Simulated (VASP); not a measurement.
Set up this calculation in VASP 6.6.1, as the native input.

```yaml
Task: single point
Functional: PBE
Potentials_or_basis: VASP PAW PBE potentials, release 64 (Al, Cu)
Cutoff: 520 eV
k_mesh: 10 × 10 × 14
Occupations: gaussian, width 0.15 eV
Spin: no spin polarisation
Dipole_correction: no
Further_INCAR_settings: ALGO = Fast; EDIFF = 1e-06; NBANDS = 16
```

The structure of Al2Cu lies in POSCAR:

```
Al2Cu
1.0
    3.9563161217      0.0000000000      0.0000000000
    0.0000000000      3.9563161217      0.0000000000
    0.0000000000      0.0000000000      2.8847334069
Al Cu
2 1
Direct
    0.5000000000      0.0078152784      0.5000000000
    0.0000000000      0.4655437038      0.5000000000
    0.0000000000      0.0113117371      0.0000000000
```

The input as run:

INCAR

```
  ALGO = Fast
  EDIFF = 1E-6
  ENCUT = 520
  GGA = PE
  ISIF = 2
  ISMEAR = 0
  LASPH = True
  LCHARG = True
  LELF = True
  LREAL = False
  LVHAR = True
  LWAVE = False
  NBANDS = 16
  NELM = 100
  PREC = Accurate
  SIGMA = 0.15
```

KPOINTS

```
k-points
0
Gamma
  10 10 14
```

Potentials or basis: VASP PAW PBE potentials, release 64 (Al, Cu).

The run is started by

```bash
$ cat potpaw_PBE.64/Al/POTCAR potpaw_PBE.64/Cu/POTCAR > POTCAR
$ mpirun -np 1 vasp_std > vasp.out
```

Results of the run:

| Property | Result |
| --- | --- |
| Pressure | 11.6 GPa |
| Largest force | 2.209 eV/Å |

Caveat: forces of over 1 eV/Å act on the atoms, so gaps and moduli don't describe the material at rest.

It took 120 s on 1 thread of Intel(R) Xeon(R) Platinum 8559C (Emerald Rapids), with other jobs on the host, peak memory 0.31 GiB.
